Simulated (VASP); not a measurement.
# P (C2/c) in VASP: further runs

Runs on P. Level: revPBE. Tasks: single point.

Program: VASP 6.6.1. These are calculated values, not measurements. Logs are shortened: lines on timing, memory, paths and dates and some standing lists are left out, and cuts for length are marked.

### 1 The cell of the first run

The typed cell holds 2 atoms: a = 6.666 Å, b = 6.666 Å, c = 3.134 Å, α = 90.01°, β = 90.01°, γ = 157.96°.

### 2 Single point, revPBE (26.13 Å³/atom)

Contents of INCAR:

```
SYSTEM = P
PREC = Accurate
ENCUT = 520
EDIFF = 1E-6
ISMEAR = -1
SIGMA = 0.1
LREAL = .False.
LASPH = .True.
NELM = 100
ALGO = Normal
ISIF = 2
LWAVE = .False.
LCHARG = .False.
GGA = RE
NBANDS = 12
```

Contents of KPOINTS:

```
regular mesh
0
Gamma
  14 14 11
  0 0 0
```

Contents of POSCAR:

```
P
1.0
   -4.4517785279      4.8012734544      1.2501107514
    4.8012734544     -4.4517785279      1.2501107514
    2.1736859078      2.1736859078     -0.6100101534
P
2
Direct
    0.9305374152      0.0694625848      1.0000000000
    0.8194625848      0.1805374152      0.5000000000
```

Potentials or basis: VASP PAW PBE potentials, release 64 (P).

Command:

```bash
cat potpaw_PBE.64/P/POTCAR > POTCAR
mpirun -np 1 vasp_std > vasp.out
```

OUTCAR:

```text
SYSTEM = P
   PREC = Accurate
   ENCUT = 520
   EDIFF = 1E-6
   ISMEAR = -1
   LREAL = .False.
   LASPH = .True.
   NELM = 100
   ISIF = 2
   GGA = RE

 ion  position               nearest neighbor table
   1  0.931  0.069  0.000-   2 2.14   2 2.14
   2  0.819  0.181  0.500-   1 2.14   1 2.14

  LATTYP: Found a base centered monoclinic cell.
 ALAT       =     2.5486076533
 B/A-ratio  =     5.1344865067
 C/A-ratio  =     1.2296896168
 COS(beta)  =    -0.0007231592

  Lattice vectors:

 A1 = (  -4.4517785279,   4.8012734544,   1.2501107514)
 A2 = (   4.8012734544,  -4.4517785279,   1.2501107514)
 A3 = (   2.1736859078,   2.1736859078,  -0.6100101534)

Analysis of symmetry for initial positions (statically):
=====================================================================
 Subroutine PRICEL returns:
 Original cell was already a primitive cell.

 Routine SETGRP: Setting up the symmetry group for a
 base centered monoclinic supercell.

 Subroutine GETGRP returns: Found  4 space group operations
 (whereof  2 operations were pure point group operations)
 out of a pool of  4 trial point group operations.

The static configuration has the point symmetry C_2 .
 The point group associated with its full space group is C_2h.

Analysis of symmetry for dynamics (positions and initial velocities):
=====================================================================
 Subroutine PRICEL returns:
 Original cell was already a primitive cell.

 Routine SETGRP: Setting up the symmetry group for a
 base centered monoclinic supercell.

 Subroutine GETGRP returns: Found  4 space group operations
 (whereof  2 operations were pure point group operations)
 out of a pool of  4 trial point group operations.

The dynamic configuration has the point symmetry C_2 .
 The point group associated with its full space group is C_2h.

 Subroutine INISYM returns: Found  4 space group operations
 (whereof  2 operations are pure point group operations),
 and found     1 'primitive' translations

----------------------------------------------------------------------------------------

                                     Primitive cell

  volume of cell :      52.2602

  direct lattice vectors                    reciprocal lattice vectors
    -4.451778528  4.801273454  1.250110751    -0.000032874  0.108039576  0.384866783
     4.801273454 -4.451778528  1.250110751     0.108039576 -0.000032874  0.384866783
     2.173685908  2.173685908 -0.610010153     0.221341134  0.221341134 -0.061880600

  length of vectors
     6.665833461  6.665833461  3.133996369     0.399743657  0.399743657  0.319081500

  position of ions in fractional coordinates (direct lattice)
     0.930537415  0.069462585  1.000000000
     0.819462585  0.180537415  0.500000000

  ion indices of the primitive-cell ions
   primitive index   ion index
                 1           1
                 2           2

----------------------------------------------------------------------------------------

 KPOINTS: regular mesh

Automatic generation of k-mesh.
 Grid dimensions read from file:
 generate k-points for:   14   14   11

 Generating k-lattice:

  Cartesian coordinates                     Fractional coordinates (reciprocal lattice)
    -0.000002348  0.007717113  0.027490484     0.071428571  0.000000000  0.000000000
     0.007717113 -0.000002348  0.027490484     0.000000000  0.071428571  0.000000000
     0.020121921  0.020121921 -0.005625509    -0.000000000 -0.000000000  0.090909091

  Length of vectors
     0.028553118  0.028553118  0.029007409

  Shift w.r.t. Gamma in fractional coordinates (k-lattice)
     0.000000000  0.000000000  0.000000000

 Subroutine IBZKPT returns following result:
 ===========================================

 Found    582 irreducible k-points:

 Following reciprocal coordinates:
            Coordinates               Weight
  0.000000  0.000000  0.000000      1.000000
  0.071429  0.000000 -0.000000      4.000000
  0.142857  0.000000 -0.000000      4.000000
  0.214286  0.000000 -0.000000      4.000000
  0.285714  0.000000 -0.000000      4.000000
  0.357143  0.000000 -0.000000      4.000000
[... 16 lines left out ...]
  0.214286  0.142857 -0.000000      4.000000
  0.285714  0.142857 -0.000000      4.000000
 [... further k-points ...]
   k-points           NKPTS =    582   k-points in BZ     NKDIM =    582   number of bands    NBANDS=     12
   number of dos      NEDOS =    301   number of ions     NIONS =      2
   total plane-waves  NPLWV =  60000
   dimension x,y,z NGX =    50 NGY =   50 NGZ =   24
   dimension x,y,z NGXF=   100 NGYF=  100 NGZF=   48
   ions per type =               2
   NGX,Y,Z   is equivalent  to a cutoff of  12.47, 12.47, 12.73 a.u.
   NGXF,Y,Z  is equivalent  to a cutoff of  24.94, 24.94, 25.46 a.u.
 SYSTEM =  P
   PREC   = accura    normal or accurate (medium, high low for compatibility)
   ISTART =      0    job   : 0-new  1-cont  2-samecut
   ICHARG =      2    charge: 1-file 2-atom 10-const
   ISPIN  =      1    spin polarized calculation?
   LNONCOLLINEAR =      F non collinear calculations
   LSORBIT =      F    spin-orbit coupling
   LASPH  =      T    aspherical Exc in radial PAW
   ENCUT  =  520.0 eV  38.22 Ry    6.18 a.u.  12.39 12.39  5.83*2*pi/ulx,y,z
   NELM   =    100;   NELMIN=  2; NELMDL= -5     # of ELM steps
   EDIFF  = 0.1E-05   stopping-criterion for ELM
   LREAL  =      F    real-space projection
   EDIFFG = 0.1E-04   stopping-criterion for IOM
   NSW    =      0    number of steps for IOM
   IBRION =     -1    ionic relax: 0-MD 1-quasi-New 2-CG
   NFREE  =      0    steps in history (QN), initial steepest desc. (CG)
   ISIF   =      2    stress and relaxation
   ISYM   =      2    0-nonsym 1-usesym 2-fastsym
   POTIM  = 0.5000    time-step for ionic-motion
   TEBEG  =    0.0;   TEEND  =   0.0 temperature during run
   PSTRESS=    0.0 pullay stress
   NELECT =      10.0000    total number of electrons
   NUPDOWN=      -1.0000    fix difference up-down
   EMIN   =  10.00;   EMAX   =-10.00  energy-range for DOS
   EFERMI =   0.00;   METHOD = LEGACY
   ISMEAR =    -1;   SIGMA  =   0.10  broadening in eV -4-tet -1-fermi 0-gaus
   EFERMI_NEDOS =   21; number of points for ismear=-14 and -15
   IALGO  =     38    algorithm
   IMIX   =      4    mixing-type and parameters
     AMIX     =   0.40;   BMIX     =  1.00
     AMIX_MAG =   1.60;   BMIX_MAG =  1.00
  volume/ion in A,a.u.               =      26.13       176.33
  Fermi-wavevector in a.u.,A,eV,Ry     =   0.943375  1.782720 12.108593  0.889956
  Thomas-Fermi vector in A             =   2.071076
   LORBIT       =      0    0 simple, 1 ext, 2 COOP (PROOUT), +10 PAW based schemes
   GGA     = RE    functional components
   LHFCALC =     F    Hartree Fock is set to
   AEXX    =    0.0000 exact exchange contribution
   IVDW    =     0    specifies the selected vdW correction
   LEPSILON=     F    determine dielectric tensor
   LRPA    =     F    only Hartree local field effects (RPA)
 non-spin polarized calculation
  energy-cutoff  :      520.00
  volume of cell :       52.26
 maximum number of plane-waves:      1425
 NGX is ok and might be reduce to    50
   NGX = 25   NGY = 25   NGZ = 11

 number of electron      10.0000002 magnetization

 Free energy of the ion-electron system (eV)
  ---------------------------------------------------
  ext. energy  EPLUGINS =         0.00000000
  ---------------------------------------------------
  free energy    TOTEN  =        -9.74860563 eV

  energy without entropy =       -9.73400312  energy(sigma->0) =       -9.74130437

 E-fermi :   3.3212     XC(G=0):  -7.5775

 val. band max:        3.2324845362   @ k =   0.5000   0.0000   0.1818
 cond. band min:       3.3613526889   @ k =   0.0714   0.0714  -0.0000
 fundamental gap:      0.1288681528
 Fermi energy:         3.3212310789

 k-point     1 :       0.0000    0.0000    0.0000
  band No.  band energies     occupation
      1     -12.6799      2.00000
      2      -5.9242      2.00000
      3      -0.1728      2.00000
      4      -0.0423      2.00000
      5       3.9762      0.00286
      6       6.9359      0.00000
      7       7.1591      0.00000
      8       8.2826      0.00000
      9       9.4060      0.00000
     10      11.0372      0.00000
     11      12.0123      0.00000
     12      14.6312      0.00000

 k-point     2 :       0.0714    0.0000   -0.0000
  band No.  band energies     occupation
      1     -12.5787      2.00000
      2      -5.8187      2.00000
      3      -0.0940      2.00000
      4       0.0450      2.00000
      5       4.0526      0.00133
      6       5.5046      0.00000
      7       7.2419      0.00000
      8       8.6815      0.00000
      9       9.5276      0.00000
     10      11.2114      0.00000
     11      12.0841      0.00000
     12      14.7076      0.00000

 k-point     3 :       0.1429    0.0000   -0.0000
  band No.  band energies     occupation
      1     -12.2779      2.00000
      2      -5.5039      2.00000
      3       0.1373      2.00000
      4       0.2800      2.00000
      5       3.3629      0.79463
      6       4.2581      0.00017
      7       7.4861      0.00000
      8       8.7891      0.00000
      9       9.2434      0.00000
     10      10.4227      0.00000
     11      13.7311      0.00000
     12      14.9006      0.00000
[... 286 lines left out ...]
 k-point    23 :       0.2143    0.1429   -0.0000
  band No.  band energies     occupation
      1     -10.3540      2.00000
      2      -3.3773      2.00000
      3      -2.8285      2.00000
      4       1.4646      2.00000
      5       2.2560      1.99995
      6       2.6987      1.99605
      7       6.8771      0.00000
      8       8.9357      0.00000
      9      10.2747      0.00000
     10      11.6573      0.00000
     11      11.7102      0.00000
     12      12.6488      0.00000

 k-point    24 :       0.2857    0.1429   -0.0000
  band No.  band energies     occupation
      1      -9.6094      2.00000
      2      -4.1492      2.00000
      3      -2.4192      2.00000
      4       1.3039      2.00000
      5       1.8706      2.00000
      6       2.8823      1.97550
      7       7.4636      0.00000
      8       9.4019      0.00000
      9       9.4854      0.00000
     10      10.7113      0.00000
     11      11.8208      0.00000
     12      12.4948      0.00000

 [... further k-points ...]

------------------------ aborting loop because EDIFF is reached ----------------------------------------

  FORCE on cell =-STRESS in cart. coord.  units (eV):
  Direction    XX          YY          ZZ          XY          YZ          ZX
  --------------------------------------------------------------------------------------
  -------------------------------------------------------------------------------------
  Total        2.7174695      2.7174695      2.0718539      0.4628238     -0.1587843     -0.1587842
  in kB       83.3112986     83.3112986     63.5182237     14.1891032     -4.8679560     -4.8679558
  external PRESSURE =      76.7136070 kB  Pullay stress =       0.0000000 kB

 VOLUME and BASIS-vectors are now :
 -----------------------------------------------------------------------------
  energy-cutoff  :      520.00
  volume of cell :       52.26
      direct lattice vectors                 reciprocal lattice vectors
    -4.451778528  4.801273454  1.250110751    -0.000032874  0.108039576  0.384866783
     4.801273454 -4.451778528  1.250110751     0.108039576 -0.000032874  0.384866783
     2.173685908  2.173685908 -0.610010153     0.221341134  0.221341134 -0.061880600

 POSITION                                       TOTAL-FORCE (eV/Angst)
 -----------------------------------------------------------------------------------
     -3.80904      4.15853      1.25011        -1.079255      1.079255     -0.000000
     -1.69441      4.21759      0.94511         1.079255     -1.079255      0.000000
 -----------------------------------------------------------------------------------
    total drift:                               -0.000000      0.000000     -0.000000

  FREE ENERGIE OF THE ION-ELECTRON SYSTEM (eV)
  ---------------------------------------------------
  free  energy   TOTEN  =        -9.7486056306 eV

  energy  without entropy=       -9.7340031180  energy(sigma->0) =       -9.74130437
```

Run time: 3.4 min. Hardware: 1 thread of Intel Xeon 6975P-C (Granite Rapids), shared host; peak memory 0.43 GiB.

Results:

* Free energy: -9.7486 eV
* Pressure: 7.7 GPa
* Largest force: 1.526 eV/Å
* Band gap on the k mesh: zero (bands 5 and 6 overlap by 4.09 eV)

Forces in eV/Å, atoms in the order of the input:
```
P   -1.079  1.079  0.000
P    1.079 -1.079  0.000
```

Levels at points of the mesh, in eV from the Fermi level:
```tsv
k point	band 2	band 3	band 4	band 5	band 6	band 7	band 8	band 9
(0.00, 0.00, 0.00)	-9.25	-3.49	-3.36	0.65	3.61	3.84	4.96	6.08
(0.50, 0.00, 0.00)	-8.02	-5.18	-2.74	-1.29	-0.12	4.45	5.73	6.27
(0.50, 0.50, 0.00)	-9.30	-3.49	-3.04	0.54	3.44	3.61	3.81	6.45
```

Caveat: the cell stands under pressure; the PAW data sets were made with another functional, which shifts forces and pressure a little.

### 3 Single point, revPBE (27.32 Å³/atom)

This run uses another cell than the first one, of 27.32 Å³/atom.

Contents of INCAR:

```
PREC = Accurate
ENCUT = 520
EDIFF = 1E-6
ISMEAR = -1
SIGMA = 0.1
LREAL = F
LASPH = T
NELM = 100
ALGO = Normal
ISIF = 2
LWAVE = F
LCHARG = F
GGA = RE
NBANDS = 12
```

Contents of KPOINTS:

```
regular mesh
0
Gamma
  14 14 11
```

Contents of POSCAR:

```
P
1.0
   -4.5182327809      4.8729448188      1.2687718721
    4.8729448188     -4.5182327809      1.2687718721
    2.2061337648      2.2061337648     -0.6191161250
P
2
Direct
    0.9305374152      0.0694625848      1.0000000000
    0.8194625848      0.1805374152      0.5000000000
```

Potentials or basis: VASP PAW PBE potentials, release 64 (P).

Command:

```bash
cat potpaw_PBE.64/P/POTCAR > POTCAR
mpirun -np 1 vasp_std > vasp.out
```

Wall time 4.4 min (1 thread of Intel Xeon 6975P-C (Granite Rapids), shared host); peak memory 0.44 GiB.

Results (log left out):

| Quantity | Value |
| --- | --- |
| Free energy | -9.8379 eV |
| Pressure | 4.4 GPa |
| Largest force | 0.971 eV/Å |
| Band gap on the k mesh | zero (bands 5 and 6 overlap by 4.12 eV) |

Forces in eV/Å, atoms in the order of the input:
```
P   -0.686  0.686  0.000
P    0.686 -0.686  0.000
```

Stress tensor (GPa, compression positive):
```
 5.03  0.74 -0.36
 0.74  5.03 -0.36
-0.36 -0.36  3.26
```

Levels at points of the mesh, in eV from the Fermi level:
```tsv
k point	band 2	band 3	band 4	band 5	band 6	band 7	band 8	band 9
(0.00, 0.00, 0.00)	-9.06	-3.36	-3.18	0.70	3.46	3.72	5.00	6.13
(0.50, 0.00, 0.00)	-7.64	-5.22	-2.57	-1.27	-0.13	4.25	5.83	6.01
(0.50, 0.50, 0.00)	-9.11	-3.36	-2.89	0.58	3.46	3.58	3.70	6.54
```

Caveat: the cell stands under pressure; the PAW data sets were made with another functional, which shifts forces and pressure a little.

### 4 Single point, revPBE (28.51 Å³/atom)

This run uses another cell than the first one, of 28.51 Å³/atom.

Contents of INCAR:

```
  ALGO = Normal
  EDIFF = 1E-6
  ENCUT = 520
  GGA = RE
  ISIF = 2
  ISMEAR = -1
  LASPH = T
  LCHARG = F
  LREAL = F
  LWAVE = F
  NBANDS = 12
  NELM = 80
  PREC = Accurate
  SIGMA = 0.1
```

Contents of KPOINTS:

```
k-points
0
Gamma
  14 14 11
```

Contents of POSCAR:

```
P
1.0
   -4.5827876852      4.9425677226      1.2868996337
    4.9425677226     -4.5827876852      1.2868996337
    2.2376542200      2.2376542200     -0.6279618362
P
2
Direct
    0.9305374152      0.0694625848      1.0000000000
    0.8194625848      0.1805374152      0.5000000000
```

Command:

```bash
cat potpaw_PBE.64/P/POTCAR > POTCAR
mpirun -np 1 vasp_std > vasp.out
```

Wall time 4.7 min (1 thread of Intel Xeon 6975P-C (Granite Rapids), shared host); peak memory 0.46 GiB.

It converged, with:

- Free energy: -9.8839 eV
- Pressure: 1.8 GPa
- Largest force: 0.488 eV/Å
- Band gap on the k mesh: zero (bands 5 and 6 overlap by 4.12 eV)

Forces on the atoms (eV/Å):
```
P   -0.345  0.345  0.000
P    0.345 -0.345  0.000
```

Stress tensor (GPa, compression positive):
```
 2.33  0.20 -0.25
 0.20  2.33 -0.25
-0.25 -0.25  0.78
```

Levels at points of the mesh, in eV from the Fermi level:
```
           k point  band 2  band 3  band 4  band 5  band 6  band 7  band 8  band 9
(0.00, 0.00, 0.00)   -8.90   -3.22   -3.02    0.75    3.32    3.62    5.03    6.17
(0.50, 0.00, 0.00)   -7.28   -5.28   -2.42   -1.25   -0.15    4.06    5.76    5.93
(0.50, 0.50, 0.00)   -8.94   -3.22   -2.75    0.61    3.31    3.60    3.71    6.62
```

Caveat: the PAW data sets were made with another functional, which shifts forces and pressure a little.

### 5 Overview

| cell | gap on the mesh (eV) | pressure (GPa) | largest force (eV/Å) |
| --- | --- | --- | --- |
| a = 6.666, b = 6.666, c = 3.134 Å, angles 90.0, 90.0, 158.0°, 2 atoms | none | 7.7 | 1.53 |
| a = 6.765, b = 6.765, c = 3.181 Å, angles 90.0, 90.0, 158.0°, 2 atoms | none | 4.4 | 0.97 |
| a = 6.862, b = 6.862, c = 3.226 Å, angles 90.0, 90.0, 158.0°, 2 atoms | none | 1.8 | 0.49 |

Alike in all rows: task single point; level revPBE; potentials or basis VASP PAW PBE potentials, release 64 (P); no spin polarisation; k mesh 14 × 14 × 11; cutoff (eV) 520; smearing fermi-dirac 0.1 eV.

Caveats: the PAW data sets were made with another functional, which shifts forces and pressure a little; the cell stands under pressure (at least some runs).

Total energies depend on the potentials used, so only differences within one code and one set of settings carry meaning.

The gap in the log of VASP goes by the Fermi energy; the results here count the filled bands.